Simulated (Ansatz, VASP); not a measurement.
SiO2: VASP beside Ansatz

File INCAR:

```
PREC     = Accurate       # precision mode
ENCUT    = 520            # plane-wave cutoff, eV
EDIFF    = 1E-7           # SCF threshold, eV
ISMEAR   = 0              # smearing method
SIGMA    = 0.05           # smearing width, eV
LREAL    = False          # projectors in reciprocal space
LASPH    = True           # aspherical terms in the spheres
NELM     = 80             # most SCF steps
ALGO     = Normal         # electronic algorithm
ISIF     = 2              # what is computed and relaxed
LWAVE    = False          # write WAVECAR
LCHARG   = False          # write CHGCAR
GGA      = PE             # functional
NBANDS   = 25             # bands
```

KPOINTS

```
regular mesh
0
Gamma
  6 6 8
```

POSCAR

```
SiO2
1.0
    4.2358788266      0.0000000000      0.0000000000
    0.0000000000      4.2358788266      0.0000000000
    0.0000000000      0.0000000000      2.6897743046
Si O
2 4
Direct
    0.5000000000      0.5000000000      0.5000000000
    0.0000000000      0.0000000000      0.0000000000
    0.6743831010      0.7116424844      0.0000000000
    0.1743831010      0.7883575156      0.5000000000
    0.3256168990      0.2883575156      0.0000000000
    0.8256168990      0.2116424844      0.5000000000
```

Input for Ansatz:

```yaml
crystal:
  lattice:
    - [4.2358788266, 0.0, 0.0]
    - [0.0, 4.2358788266, 0.0]
    - [0.0, 0.0, 2.6897743046]
  atoms:
    - { symbol: Si, position: [0.5, 0.5, 0.5] }
    - { symbol: Si, position: [0.0, 0.0, 0.0] }
    - { symbol: O, position: [0.674383101, 0.7116424844, 0.0] }
    - { symbol: O, position: [0.174383101, 0.7883575156, 0.5] }
    - { symbol: O, position: [0.325616899, 0.2883575156, 0.0] }
    - { symbol: O, position: [0.825616899, 0.2116424844, 0.5] }
basis:
  ecutwfc: 520.0
kpoints:
  mp_grid: { grid: [6, 6, 8] }
hamiltonian:
  xc: pbe
  pseudopotentials: { kind: paw, azcp: { folder: soft_1 } }
scf:
  occupations: { method: gaussian, width: 0.05 }
output:
  forces: true
  stress: true
  eigenvalues: true
```

Change from the starting cell: mode 4 frozen in at -0.112 Å, normal strain along y +0.0000.

Alike in both runs: task single point; functional PBE; k mesh 6 × 6 × 8; occupations gaussian, width 0.05 eV; no spin polarisation.

|  | VASP | Ansatz |
| --- | --- | --- |
| version | VASP 6.6.1 | Ansatz 0.2.0 |
| potentials or method | VASP PAW PBE potentials, release 64 (Si, O), cutoff 520 eV | scalar-relativistic, plane waves, PAW |
| valence electrons in the cell | 32 | 32 |

|  | VASP | Ansatz | Ansatz less VASP |
| --- | --- | --- | --- |
| gap on the k mesh at the Fermi level (eV) | 5.08 | 5.11 | +0.022 |
| least direct gap on the mesh (eV) | 5.08 | 5.11 | +0.022 |
| pressure (GPa) | -0.7 | -1.0 | -0.26 |
| traceless stress, the component that is largest in VASP (GPa) | -5.05 | -4.82 | +0.226 |
| rms of the force components (eV/Å) | 0.170 | 0.170 | +0.0002 |

Atom by atom the forces differ by 0.009 eV/Å (rms over components).
